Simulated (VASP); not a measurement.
The system is CdSiP2.

```
CELL_PARAMETERS angstrom
-2.84361 2.84361 5.24856
2.84361 -2.84361 5.24856
2.84361 2.84361 -5.24856
ATOMIC_POSITIONS crystal
Cd 0.75000 0.25000 0.50000
Cd 0.00000 0.00000 0.00000
Si 0.50000 0.50000 0.00000
Si 0.25000 0.75000 0.50000
P 0.87500 0.82813 0.45313
P 0.17187 0.62500 0.04687
P 0.37500 0.42187 0.54687
P 0.57813 0.12500 0.95313
```

Base run:

```yaml
Program: VASP 6.6.1
Functional: r2SCAN
Potentials_or_basis: VASP PAW PBE potentials, release 64 (Cd, Si, P)
Cutoff: 550 eV
k_mesh: 4 × 4 × 4
Occupations: gaussian, width 0.01 eV
Spin: no spin polarisation
```

Its results: band gap on the k mesh 1.63 eV; pressure 0.0 GPa; largest force 0.007 eV/Å.

The run is repeated on the same cell with these changes: functional from r2SCAN to PBE; cutoff from 550 eV to 500 eV. What comes out?

Band gap on the k mesh 1.39 eV; pressure 1.8 GPa; largest force 0.067 eV/Å.

Caveats: the PAW data sets were made with another functional, which shifts forces and pressure a little (at least some runs).

A k mesh can miss the band edges.
